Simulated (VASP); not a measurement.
# HfO2 (Fm-3m) in VASP: further runs

Runs on HfO2. Level: LDA. Tasks: single point, relaxation of cell and atoms.

Program: VASP 6.6.1. These are calculated values, not measurements. Logs are shortened: lines on timing, memory, paths and dates and some standing lists are left out, and cuts for length are marked.

## (1) The cell of the first run

The structure is cubic, space group Fm-3m (No. 225). Conventional cell: a = 5.002 Å, b = 5.002 Å, c = 5.002 Å, α = 90.00°, β = 90.00°, γ = 90.00°. Within 2.9 Å of Hf (site symmetry m-3m) lie 8 O at 2.17 Å. O (site symmetry -43m) has 4 Hf at 2.17 Å and 6 O at 2.50 Å within 2.9 Å.

## (2) Single point, LDA

Input file INCAR:

```
SYSTEM = HfO2
PREC     = Accurate       ! precision mode
ENCUT    = 520            ! plane-wave cutoff, eV
EDIFF    = 1E-6           ! SCF threshold, eV
ISMEAR   = 0              ! smearing method
SIGMA    = 0.02           ! smearing width, eV
LREAL    = .FALSE.        ! projectors in reciprocal space
LASPH    = .TRUE.         ! aspherical terms in the spheres
NELM     = 100            ! most SCF steps
ALGO     = Normal         ! electronic algorithm
ISIF     = 2              ! what is computed and relaxed
LWAVE    = .FALSE.        ! write WAVECAR
LCHARG   = .FALSE.        ! write CHGCAR
GGA      = CA             ! functional
NBANDS   = 18             ! bands
```

Input file KPOINTS:

```
regular mesh
0
G
  8 8 8
  0 0 0
```

Input file POSCAR:

```
HfO2
1.0
    0.0000000000      2.5008001766      2.5008001766
    2.5008001766      0.0000000000      2.5008001766
    2.5008001766      2.5008001766      0.0000000000
Hf O
1 2
Direct
    0.0000000000      0.0000000000      0.0000000000
    0.2500000000      0.2500000000      0.2500000000
    0.7500000000      0.7500000000      0.7500000000
```

Potentials or basis: VASP PAW LDA potentials, release 64 (Hf_pv, O).

Command:

```bash
> cat potpaw_LDA.64/Hf_pv/POTCAR potpaw_LDA.64/O/POTCAR > POTCAR
> mpirun -np 1 vasp_std > vasp.out
```

OUTCAR:

```text
SYSTEM = HfO2
   PREC = Accurate
   ENCUT = 520
   EDIFF = 1E-6
   ISMEAR = 0
   LREAL = .FALSE.
   LASPH = .TRUE.
   NELM = 100
   ISIF = 2
   GGA = CA

 ion  position               nearest neighbor table
   1  0.000  0.000  0.000-   3 2.17   3 2.17   3 2.17   2 2.17   2 2.17   2 2.17   3 2.17   2 2.17

   2  0.250  0.250  0.250-   1 2.17   1 2.17   1 2.17   1 2.17
   3  0.750  0.750  0.750-   1 2.17   1 2.17   1 2.17   1 2.17

  LATTYP: Found a face centered cubic cell.
 ALAT       =     5.0016003532

  Lattice vectors:

 A1 = (   0.0000000000,   2.5008001766,   2.5008001766)
 A2 = (   2.5008001766,   0.0000000000,   2.5008001766)
 A3 = (   2.5008001766,   2.5008001766,   0.0000000000)

Analysis of symmetry for initial positions (statically):
=====================================================================
 Subroutine PRICEL returns:
 Original cell was already a primitive cell.

 Routine SETGRP: Setting up the symmetry group for a
 face centered cubic supercell.

 Subroutine GETGRP returns: Found 48 space group operations
 (whereof 48 operations were pure point group operations)
 out of a pool of 48 trial point group operations.

The static configuration has the point symmetry O_h .

Analysis of symmetry for dynamics (positions and initial velocities):
=====================================================================
 Subroutine PRICEL returns:
 Original cell was already a primitive cell.

 Routine SETGRP: Setting up the symmetry group for a
 face centered cubic supercell.

 Subroutine GETGRP returns: Found 48 space group operations
 (whereof 48 operations were pure point group operations)
 out of a pool of 48 trial point group operations.

The dynamic configuration has the point symmetry O_h .

 Subroutine INISYM returns: Found 48 space group operations
 (whereof 48 operations are pure point group operations),
 and found     1 'primitive' translations

----------------------------------------------------------------------------------------

                                     Primitive cell

  volume of cell :      31.2800

  direct lattice vectors                    reciprocal lattice vectors
     0.000000000  2.500800177  2.500800177    -0.199936006  0.199936006  0.199936006
     2.500800177  0.000000000  2.500800177     0.199936006 -0.199936006  0.199936006
     2.500800177  2.500800177  0.000000000     0.199936006  0.199936006 -0.199936006

  length of vectors
     3.536665527  3.536665527  3.536665527     0.346299321  0.346299321  0.346299321

  position of ions in fractional coordinates (direct lattice)
     0.000000000  0.000000000  0.000000000
     0.250000000  0.250000000  0.250000000
     0.750000000  0.750000000  0.750000000

  ion indices of the primitive-cell ions
   primitive index   ion index
                 1           1
                 2           2
                 3           3

----------------------------------------------------------------------------------------

 KPOINTS: regular mesh

Automatic generation of k-mesh.
 Grid dimensions read from file:
 generate k-points for:    8    8    8

 Generating k-lattice:

  Cartesian coordinates                     Fractional coordinates (reciprocal lattice)
    -0.024992001  0.024992001  0.024992001     0.125000000  0.000000000  0.000000000
     0.024992001 -0.024992001  0.024992001     0.000000000  0.125000000  0.000000000
     0.024992001  0.024992001 -0.024992001     0.000000000  0.000000000  0.125000000

  Length of vectors
     0.043287415  0.043287415  0.043287415

  Shift w.r.t. Gamma in fractional coordinates (k-lattice)
     0.000000000  0.000000000  0.000000000

 Subroutine IBZKPT returns following result:
 ===========================================

 Found     29 irreducible k-points:

 Following reciprocal coordinates:
            Coordinates               Weight
  0.000000  0.000000  0.000000      1.000000
  0.125000  0.000000  0.000000      8.000000
  0.250000  0.000000  0.000000      8.000000
  0.375000  0.000000  0.000000      8.000000
  0.500000  0.000000  0.000000      4.000000
  0.125000  0.125000  0.000000      6.000000
[... 16 lines left out ...]
  0.500000  0.250000  0.125000     48.000000
 -0.375000  0.250000  0.125000     24.000000
 [... further k-points ...]
   k-points           NKPTS =     29   k-points in BZ     NKDIM =     29   number of bands    NBANDS=     18
   number of dos      NEDOS =    301   number of ions     NIONS =      3
   total plane-waves  NPLWV =  21952
   dimension x,y,z NGX =    28 NGY =   28 NGZ =   28
   dimension x,y,z NGXF=    56 NGYF=   56 NGZF=   56
   ions per type =               1   2
   NGX,Y,Z   is equivalent  to a cutoff of  13.16, 13.16, 13.16 a.u.
   NGXF,Y,Z  is equivalent  to a cutoff of  26.32, 26.32, 26.32 a.u.
 SYSTEM =  HfO2
   PREC   = accura    normal or accurate (medium, high low for compatibility)
   ISTART =      0    job   : 0-new  1-cont  2-samecut
   ICHARG =      2    charge: 1-file 2-atom 10-const
   ISPIN  =      1    spin polarized calculation?
   LNONCOLLINEAR =      F non collinear calculations
   LSORBIT =      F    spin-orbit coupling
   LASPH  =      T    aspherical Exc in radial PAW
   ENCUT  =  520.0 eV  38.22 Ry    6.18 a.u.   6.58  6.58  6.58*2*pi/ulx,y,z
   NELM   =    100;   NELMIN=  2; NELMDL= -5     # of ELM steps
   EDIFF  = 0.1E-05   stopping-criterion for ELM
   LREAL  =      F    real-space projection
   EDIFFG = 0.1E-04   stopping-criterion for IOM
   NSW    =      0    number of steps for IOM
   IBRION =     -1    ionic relax: 0-MD 1-quasi-New 2-CG
   NFREE  =      0    steps in history (QN), initial steepest desc. (CG)
   ISIF   =      2    stress and relaxation
   ISYM   =      2    0-nonsym 1-usesym 2-fastsym
   POTIM  = 0.5000    time-step for ionic-motion
   TEBEG  =    0.0;   TEEND  =   0.0 temperature during run
   PSTRESS=    0.0 pullay stress
   NELECT =      22.0000    total number of electrons
   NUPDOWN=      -1.0000    fix difference up-down
   EMIN   =  10.00;   EMAX   =-10.00  energy-range for DOS
   EFERMI =   0.00;   METHOD = LEGACY
   ISMEAR =     0;   SIGMA  =   0.02  broadening in eV -4-tet -1-fermi 0-gaus
   EFERMI_NEDOS =   21; number of points for ismear=-14 and -15
   IALGO  =     38    algorithm
   IMIX   =      4    mixing-type and parameters
     AMIX     =   0.40;   BMIX     =  1.00
     AMIX_MAG =   1.60;   BMIX_MAG =  1.00
  volume/ion in A,a.u.               =      10.43        70.36
  Fermi-wavevector in a.u.,A,eV,Ry     =   1.455884  2.751222 28.838879  2.119598
  Thomas-Fermi vector in A             =   2.572867
   LORBIT       =      0    0 simple, 1 ext, 2 COOP (PROOUT), +10 PAW based schemes
   GGA     = CA    functional components
   LHFCALC =     F    Hartree Fock is set to
   AEXX    =    0.0000 exact exchange contribution
   IVDW    =     0    specifies the selected vdW correction
   LEPSILON=     F    determine dielectric tensor
   LRPA    =     F    only Hartree local field effects (RPA)
 non-spin polarized calculation
 Gauss-broadening in eV      SIGMA  =   0.02
  energy-cutoff  :      520.00
  volume of cell :       31.28
 maximum number of plane-waves:       869
 NGX is ok and might be reduce to    28
   NGX = 13   NGY = 13   NGZ = 13

 number of electron      22.0000000 magnetization

 Free energy of the ion-electron system (eV)
  ---------------------------------------------------
  ext. energy  EPLUGINS =         0.00000000
  ---------------------------------------------------
  free energy    TOTEN  =       -33.06762088 eV

  energy without entropy =      -33.06762088  energy(sigma->0) =      -33.06762088

 E-fermi :   4.5977     XC(G=0): -12.5269

 val. band max:        4.4170383527   @ k =   0.5000   0.5000   0.0000
 cond. band min:       8.1179231352   @ k =   0.5000   0.5000   0.0000
 fundamental gap:      3.7008847824
 Fermi energy:         4.5977276405

 k-point     1 :       0.0000    0.0000    0.0000
  band No.  band energies     occupation
      1     -24.8969      2.00000
      2     -24.8969      2.00000
      3     -24.8969      2.00000
      4     -14.3182      2.00000
      5     -10.9445      2.00000
      6      -1.2473      2.00000
[... 10 lines left out ...]
     17      15.3042      0.00000
     18      17.2580      0.00000

 k-point     2 :       0.1250    0.0000    0.0000
  band No.  band energies     occupation
      1     -24.9825      2.00000
      2     -24.9061      2.00000
      3     -24.9061      2.00000
      4     -14.0794      2.00000
      5     -11.1433      2.00000
      6      -1.0873      2.00000
[... 10 lines left out ...]
     17      15.0061      0.00000
     18      17.2532      0.00000

 k-point     3 :       0.2500    0.0000    0.0000
  band No.  band energies     occupation
      1     -25.1791      2.00000
      2     -24.9281      2.00000
      3     -24.9281      2.00000
      4     -13.5234      2.00000
      5     -11.5259      2.00000
      6      -0.6957      2.00000
[... 10 lines left out ...]
     17      14.4852      0.00000
     18      17.1712      0.00000

 k-point     4 :       0.3750    0.0000    0.0000
  band No.  band energies     occupation
      1     -25.3635      2.00000
      2     -24.9500      2.00000
      3     -24.9500      2.00000
      4     -13.0798      2.00000
      5     -11.6971      2.00000
      6      -0.3169      2.00000
[... 375 lines left out ...]
      4     -13.0341      2.00000
      5     -11.8203      2.00000
      6      -0.6734      2.00000
[... 10 lines left out ...]
     17      14.5625      0.00000
     18      17.2364      0.00000

 k-point    23 :       0.5000    0.2500    0.1250
  band No.  band energies     occupation
      1     -25.3281      2.00000
      2     -25.0873      2.00000
      3     -24.9814      2.00000
      4     -12.6197      2.00000
      5     -11.9550      2.00000
      6      -0.6866      2.00000
[... 10 lines left out ...]
     17      15.3505      0.00000
     18      17.2257      0.00000

 k-point    24 :      -0.3750    0.2500    0.1250
  band No.  band energies     occupation
      1     -25.3632      2.00000
      2     -25.1148      2.00000
      3     -24.9938      2.00000
      4     -12.5520      2.00000
      5     -11.8847      2.00000
      6      -0.6901      2.00000
[... 10 lines left out ...]
     17      15.4382      0.00000
     18      17.2222      0.00000

 [... further k-points ...]

------------------------ aborting loop because EDIFF is reached ----------------------------------------

  FORCE on cell =-STRESS in cart. coord.  units (eV):
  Direction    XX          YY          ZZ          XY          YZ          ZX
  --------------------------------------------------------------------------------------
  -------------------------------------------------------------------------------------
  Total       -0.6471926     -0.6471926     -0.6471926     -0.0000000      0.0000000      0.0000000
  in kB      -33.1495148    -33.1495148    -33.1495148     -0.0000000      0.0000000      0.0000000
  external PRESSURE =     -33.1495148 kB  Pullay stress =       0.0000000 kB

 VOLUME and BASIS-vectors are now :
 -----------------------------------------------------------------------------
  energy-cutoff  :      520.00
  volume of cell :       31.28
      direct lattice vectors                 reciprocal lattice vectors
     0.000000000  2.500800177  2.500800177    -0.199936006  0.199936006  0.199936006
     2.500800177  0.000000000  2.500800177     0.199936006 -0.199936006  0.199936006
     2.500800177  2.500800177  0.000000000     0.199936006  0.199936006 -0.199936006

 POSITION                                       TOTAL-FORCE (eV/Angst)
 -----------------------------------------------------------------------------------
      0.00000      0.00000      0.00000        -0.000000      0.000000      0.000000
      1.25040      1.25040      1.25040        -0.000000     -0.000000     -0.000000
      3.75120      3.75120      3.75120         0.000000      0.000000      0.000000
 -----------------------------------------------------------------------------------
    total drift:                                0.000000      0.000000      0.000000

  FREE ENERGIE OF THE ION-ELECTRON SYSTEM (eV)
  ---------------------------------------------------
  free  energy   TOTEN  =       -33.0676208839 eV

  energy  without entropy=      -33.0676208839  energy(sigma->0) =      -33.06762088
```

It took 7 s on 1 thread of Intel Xeon 6975P-C (Granite Rapids), shared host; peak memory 0.14 GiB.

What came out:

| Quantity | Value |
| --- | --- |
| Free energy | -33.0676 eV |
| Pressure | -3.3 GPa |
| Band gap on the k mesh | 3.70 eV, direct |

Levels at points of the mesh, in eV from the valence-band top:
| k point | band 8 | band 9 | band 10 | band 11 | band 12 | band 13 | band 14 | band 15 |
| --- | --- | --- | --- | --- | --- | --- | --- | --- |
| (0.00, 0.00, 0.00) | -5.66 | -0.63 | -0.63 | -0.63 | 3.78 | 3.78 | 6.02 | 10.89 |
| (0.50, 0.00, 0.00) | -3.13 | -2.85 | -1.89 | -1.89 | 4.57 | 4.57 | 7.33 | 8.93 |
| (0.50, 0.50, 0.00) | -3.57 | -1.62 | -1.62 | 0.00 | 3.70 | 5.54 | 6.97 | 8.45 |

Caveat: spin-orbit coupling is left out, which moves the levels of the heavy elements.

## (3) Single point, LDA

Input file INCAR:

```
PREC = Accurate
ENCUT = 520
EDIFF = 1E-6
ISMEAR = 0
SIGMA = 0.05
LREAL = False
LASPH = True
NELM = 100
ALGO = Normal
ISIF = 2
LWAVE = False
LCHARG = True
LELF = True
LVHAR = True
NBANDS = 18
```

Input file KPOINTS:

```
Automatic mesh
0
Gamma
  8 8 8
```

POSCAR is that of step 2.

Potentials or basis: VASP PAW LDA potentials, release 64 (Hf_pv, O).

Command:

```bash
> cat potpaw_LDA.64/Hf_pv/POTCAR potpaw_LDA.64/O/POTCAR > POTCAR
> mpirun -np 1 vasp_std > vasp.out
```

Wall time 7.3 s (1 thread of Intel Xeon 6975P-C (Granite Rapids), shared host); peak memory 0.15 GiB.

Results (log left out):

```
Free energy            : -33.0676 eV
Pressure               : -3.3 GPa
Band gap on the k mesh : 3.70 eV, direct
```

Levels at points of the mesh, in eV from the valence-band top:
```
           k point  band 8  band 9  band 10  band 11  band 12  band 13  band 14  band 15
(0.00, 0.00, 0.00)   -5.66   -0.63    -0.63    -0.63     3.78     3.78     6.02    10.89
(0.50, 0.00, 0.00)   -3.13   -2.85    -1.89    -1.89     4.57     4.57     7.33     8.93
(0.50, 0.50, 0.00)   -3.57   -1.62    -1.62     0.00     3.70     5.54     6.97     8.45
```

Caveat: spin-orbit coupling is left out, which moves the levels of the heavy elements.

## (4) Relaxation of cell and atoms, LDA

Input file INCAR:

```
SYSTEM = HfO2
PREC = Accurate ; ENCUT = 600
EDIFF = 1E-6 ; ISMEAR = 0
SIGMA = 0.02 ; LREAL = .FALSE.
LASPH = .TRUE. ; NELM = 100
ALGO = Normal ; ISIF = 3
LWAVE = .FALSE. ; LCHARG = .FALSE.
GGA = CA ; IBRION = 2
NSW = 100 ; EDIFFG = -0.005
```

Input file KPOINTS:

```
regular mesh
0
G
  8 8 8
  0 0 0
```

POSCAR is that of step 3.

Command:

```bash
> cat potpaw_LDA.64/Hf_pv/POTCAR potpaw_LDA.64/O/POTCAR > POTCAR
> mpirun -np 1 vasp_std > vasp.out
```

Run time: 14 s. Hardware: 1 thread of Intel Xeon 6975P-C (Granite Rapids), shared host; peak memory 0.16 GiB.

Results (log left out):

```
Free energy                            : -33.0784 eV
Relaxed volume                         : 10.29 Å³/atom
Relaxed cell                           : a = 3.522 Å, b = 3.522 Å, c = 3.522 Å, α = 60.00°, β = 60.00°, γ = 60.00°
Space group after relaxing (to 0.05 Å) : Fm-3m (No. 225)
Energy gained by relaxing              : 1.5 meV/atom
Ionic steps                            : 3
Pressure after relaxing                : 0.0 GPa
Band gap on the k mesh                 : 3.74 eV, direct
```

Step by step:
| step | energy change (eV) | largest force (eV/Å) | pressure (GPa) | volume (Å³) |
| --- | --- | --- | --- | --- |
| 1 | 0.0000 | 0.0000 | -3.60 | 31.28 |
| 2 | 0.0082 | 0.0000 | 6.46 | 30.23 |
| 3 | -0.0045 | 0.0000 | -0.01 | 30.88 |

Final structure:
```cif
data_structure
_symmetry_space_group_name_H-M 'P 1'
_symmetry_Int_Tables_number 1
_cell_length_a 3.5216
_cell_length_b 3.5216
_cell_length_c 3.5216
_cell_angle_alpha 60.000
_cell_angle_beta 60.000
_cell_angle_gamma 60.000
_cell_volume 30.88
loop_
_atom_site_label
_atom_site_type_symbol
_atom_site_fract_x
_atom_site_fract_y
_atom_site_fract_z
_atom_site_occupancy
Hf1 Hf 0.00000 0.00000 0.00000 1
O1 O 0.25000 0.25000 0.25000 1
O2 O 0.75000 0.75000 0.75000 1
```

Levels at points of the mesh, in eV from the valence-band top:
| k point | band 7 | band 8 | band 9 | band 10 | band 11 | band 12 | band 13 | band 14 | band 15 |
| --- | --- | --- | --- | --- | --- | --- | --- | --- | --- |
| (0.00, 0.00, 0.00) | -5.75 | -5.75 | -0.64 | -0.64 | -0.64 | 3.81 | 3.81 | 6.12 | 11.06 |
| (0.50, 0.00, 0.00) | -4.66 | -3.14 | -2.88 | -1.90 | -1.90 | 4.62 | 4.62 | 7.46 | 8.97 |
| (0.50, 0.50, 0.00) | -3.60 | -3.60 | -1.64 | -1.64 | 0.00 | 3.74 | 5.61 | 7.10 | 8.56 |

Caveat: spin-orbit coupling is left out, which moves the levels of the heavy elements. A k mesh can miss the band edges.

## (5) Summary

| task | cell | cutoff (eV) | smearing | gap on the mesh (eV) | pressure (GPa) |
| --- | --- | --- | --- | --- | --- |
| single point | as given | 520 | gaussian 0.02 eV | 3.70 | -3.3 |
| single point | as given | 520 | gaussian 0.05 eV | 3.70 | -3.3 |
| relaxation of cell and atoms | relaxed | 600 | gaussian 0.02 eV | 3.74 | 0.0 |

Alike in all rows: level LDA; potentials or basis VASP PAW LDA potentials, release 64 (Hf_pv, O); no spin polarisation; k mesh 8 × 8 × 8.

Caveats: spin-orbit coupling is left out, which moves the levels of the heavy elements.

Total energies depend on the potentials used, so only differences within one code and one set of settings carry meaning.
